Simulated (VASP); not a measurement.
# AlN in VASP: notebook

AlN is run at these levels: LDA; tasks: single point.

All numbers are computed with VASP 6.6.1; they aren't measurements. Logs are shortened: lines on timing, memory, paths and dates and some standing lists are left out, and cuts for length are marked.

### Step 1. The cell of the first run

It takes space group Fm-3m (No. 225, cubic). The conventional cell has a = 4.034 Å, b = 4.034 Å, c = 4.034 Å, α = 90.00°, β = 90.00°, γ = 90.00°. Al (site symmetry m-3m) has 6 N at 2.02 Å within 2.7 Å. N (site symmetry m-3m) has 6 Al at 2.02 Å within 2.7 Å.

### Step 2. Single point, LDA (volume scaled by 1.06)

File INCAR:

```
SYSTEM = AlN
ALGO = Normal ; EDIFF = 1E-6
ENCUT = 520 ; ISIF = 2
ISMEAR = -1 ; LASPH = .TRUE.
LCHARG = .FALSE. ; LREAL = .FALSE.
LWAVE = .FALSE. ; NBANDS = 11
NELM = 80 ; PREC = Accurate
SIGMA = 0.02
```

File KPOINTS:

```
k-points
0
G
  10 10 10
  0 0 0
```

File POSCAR:

```
AlN
1.0
    0.0000000000      2.0167941628      2.0167941628
    2.0167941628      0.0000000000      2.0167941628
    2.0167941628      2.0167941628      0.0000000000
Al N
1 1
Direct
    0.0000000000      0.0000000000      0.0000000000
    0.5000000000      0.5000000000      0.5000000000
```

Potentials or basis: VASP PAW LDA potentials, release 64 (Al, N).

Started as:

```
$ cat potpaw_LDA.64/Al/POTCAR potpaw_LDA.64/N/POTCAR > POTCAR
$ mpirun -np 1 vasp_std > vasp.out
```

OUTCAR:

```text
SYSTEM = AlN
   EDIFF = 1E-6
   ENCUT = 520
   ISIF = 2
   ISMEAR = -1
   LASPH = .TRUE.
   LREAL = .FALSE.
   NELM = 80
   PREC = Accurate

 ion  position               nearest neighbor table
   1  0.000  0.000  0.000-   2 2.02   2 2.02   2 2.02   2 2.02   2 2.02   2 2.02
   2  0.500  0.500  0.500-   1 2.02   1 2.02   1 2.02   1 2.02   1 2.02   1 2.02

  LATTYP: Found a face centered cubic cell.
 ALAT       =     4.0335883256

  Lattice vectors:

 A1 = (   0.0000000000,   2.0167941628,   2.0167941628)
 A2 = (   2.0167941628,   0.0000000000,   2.0167941628)
 A3 = (   2.0167941628,   2.0167941628,   0.0000000000)

Analysis of symmetry for initial positions (statically):
=====================================================================
 Subroutine PRICEL returns:
 Original cell was already a primitive cell.

 Routine SETGRP: Setting up the symmetry group for a
 face centered cubic supercell.

 Subroutine GETGRP returns: Found 48 space group operations
 (whereof 48 operations were pure point group operations)
 out of a pool of 48 trial point group operations.

The static configuration has the point symmetry O_h .

Analysis of symmetry for dynamics (positions and initial velocities):
=====================================================================
 Subroutine PRICEL returns:
 Original cell was already a primitive cell.

 Routine SETGRP: Setting up the symmetry group for a
 face centered cubic supercell.

 Subroutine GETGRP returns: Found 48 space group operations
 (whereof 48 operations were pure point group operations)
 out of a pool of 48 trial point group operations.

The dynamic configuration has the point symmetry O_h .

 Subroutine INISYM returns: Found 48 space group operations
 (whereof 48 operations are pure point group operations),
 and found     1 'primitive' translations

----------------------------------------------------------------------------------------

                                     Primitive cell

  volume of cell :      16.4065

  direct lattice vectors                    reciprocal lattice vectors
     0.000000000  2.016794163  2.016794163    -0.247918211  0.247918211  0.247918211
     2.016794163  0.000000000  2.016794163     0.247918211 -0.247918211  0.247918211
     2.016794163  2.016794163  0.000000000     0.247918211  0.247918211 -0.247918211

  length of vectors
     2.852177658  2.852177658  2.852177658     0.429406937  0.429406937  0.429406937

  position of ions in fractional coordinates (direct lattice)
[... 81 lines left out ...]
   EDIFFG = 0.1E-04   stopping-criterion for IOM
   NSW    =      0    number of steps for IOM
   IBRION =     -1    ionic relax: 0-MD 1-quasi-New 2-CG
   NFREE  =      0    steps in history (QN), initial steepest desc. (CG)
   ISIF   =      2    stress and relaxation
   ISYM   =      2    0-nonsym 1-usesym 2-fastsym
   POTIM  = 0.5000    time-step for ionic-motion
   TEBEG  =    0.0;   TEEND  =   0.0 temperature during run
   PSTRESS=    0.0 pullay stress
   NELECT =       8.0000    total number of electrons
   NUPDOWN=      -1.0000    fix difference up-down
   EMIN   =  10.00;   EMAX   =-10.00  energy-range for DOS
   EFERMI =   0.00;   METHOD = LEGACY
   ISMEAR =    -1;   SIGMA  =   0.02  broadening in eV -4-tet -1-fermi 0-gaus
   EFERMI_NEDOS =   21; number of points for ismear=-14 and -15
   IALGO  =     38    algorithm
   IMIX   =      4    mixing-type and parameters
     AMIX     =   0.40;   BMIX     =  1.00
     AMIX_MAG =   1.60;   BMIX_MAG =  1.00
  volume/ion in A,a.u.               =       8.20        55.36
  Fermi-wavevector in a.u.,A,eV,Ry     =   1.288546  2.434999 22.590443  1.660351
  Thomas-Fermi vector in A             =   2.420493
   LORBIT       =      0    0 simple, 1 ext, 2 COOP (PROOUT), +10 PAW based schemes
   GGA     = CA    functional components
   LHFCALC =     F    Hartree Fock is set to
   AEXX    =    0.0000 exact exchange contribution
   IVDW    =     0    specifies the selected vdW correction
   LEPSILON=     F    determine dielectric tensor
   LRPA    =     F    only Hartree local field effects (RPA)
 non-spin polarized calculation
  energy-cutoff  :      520.00
  volume of cell :       16.41
 maximum number of plane-waves:       459
 NGX is ok and might be reduce to    24
   NGX = 11   NGY = 11   NGZ = 11

 number of electron       8.0000000 magnetization

 Free energy of the ion-electron system (eV)
  ---------------------------------------------------
  ext. energy  EPLUGINS =         0.00000000
  ---------------------------------------------------
  free energy    TOTEN  =       -16.22794867 eV

  energy without entropy =      -16.22794867  energy(sigma->0) =      -16.22794867

 E-fermi :  10.2173     XC(G=0): -12.6075

 val. band max:        9.8047739567   @ k =   0.0000   0.0000   0.0000
 cond. band min:      14.3345785529   @ k =   0.5000   0.5000   0.0000
 fundamental gap:      4.5298045961
 Fermi energy:        10.2172975520

 k-point     1 :       0.0000    0.0000    0.0000
  band No.  band energies     occupation
      1      -7.6691      2.00000
      2       9.8048      2.00000
      3       9.8048      2.00000
      4       9.8048      2.00000
      5      15.6808      0.00000
      6      21.8499      0.00000
      7      21.8499      0.00000
      8      21.8499      0.00000
      9      27.0932      0.00000
     10      27.4896      0.00000
     11      27.4896      0.00000
[... 309 lines left out ...]
 k-point    24 :       0.4000    0.3000    0.0000
  band No.  band energies     occupation
      1      -4.5776      2.00000
      2       3.9479      2.00000
      3       6.9684      2.00000
      4       7.4944      2.00000
      5      15.8687      0.00000
      6      16.6302      0.00000
      7      21.9871      0.00000
      8      25.2811      0.00000
      9      26.0426      0.00000
     10      31.5191      0.00000
     11      34.3776      0.00000

 [... further k-points ...]
[... 5 lines left out ...]
  --------------------------------------------------------------------------------------
  -------------------------------------------------------------------------------------
  Total       -0.4023127     -0.4023127     -0.4023127      0.0000000      0.0000000      0.0000000
  in kB      -39.2879674    -39.2879674    -39.2879674      0.0000000      0.0000000      0.0000000
  external PRESSURE =     -39.2879674 kB  Pullay stress =       0.0000000 kB

 VOLUME and BASIS-vectors are now :
 -----------------------------------------------------------------------------
  energy-cutoff  :      520.00
  volume of cell :       16.41
      direct lattice vectors                 reciprocal lattice vectors
     0.000000000  2.016794163  2.016794163    -0.247918211  0.247918211  0.247918211
     2.016794163  0.000000000  2.016794163     0.247918211 -0.247918211  0.247918211
     2.016794163  2.016794163  0.000000000     0.247918211  0.247918211 -0.247918211

 POSITION                                       TOTAL-FORCE (eV/Angst)
 -----------------------------------------------------------------------------------
      0.00000      0.00000      0.00000         0.000000     -0.000000      0.000000
      2.01679      2.01679      2.01679        -0.000000      0.000000     -0.000000
 -----------------------------------------------------------------------------------
    total drift:                               -0.000000     -0.000000      0.000000

  FREE ENERGIE OF THE ION-ELECTRON SYSTEM (eV)
  ---------------------------------------------------
  free  energy   TOTEN  =       -16.2279486701 eV

  energy  without entropy=      -16.2279486701  energy(sigma->0) =      -16.22794867
```

It took 6.3 s on 1 thread of Intel Xeon 6975P-C, shared host; peak memory 0.13 GiB.

Results:

```
Free energy            : -16.2279 eV
Pressure               : -3.9 GPa
Band gap on the k mesh : 4.53 eV, indirect (least direct gap 5.88 eV)
```

Levels at points of the mesh, in eV from the valence-band top:
```csv
k point,band 1,band 2,band 3,band 4,band 5,band 6,band 7,band 8,band 9
"(0.00, 0.00, 0.00)",-17.47,0.00,0.00,0.00,5.88,12.05,12.05,12.05,17.29
"(0.50, 0.00, 0.00)",-14.10,-8.39,-1.09,-1.09,6.17,10.86,10.86,13.23,15.95
"(0.50, 0.50, 0.00)",-13.08,-7.46,-2.83,-2.83,4.53,5.18,13.98,17.10,17.10
```

 A k mesh can miss the band edges.

[end of part 1 of 2]
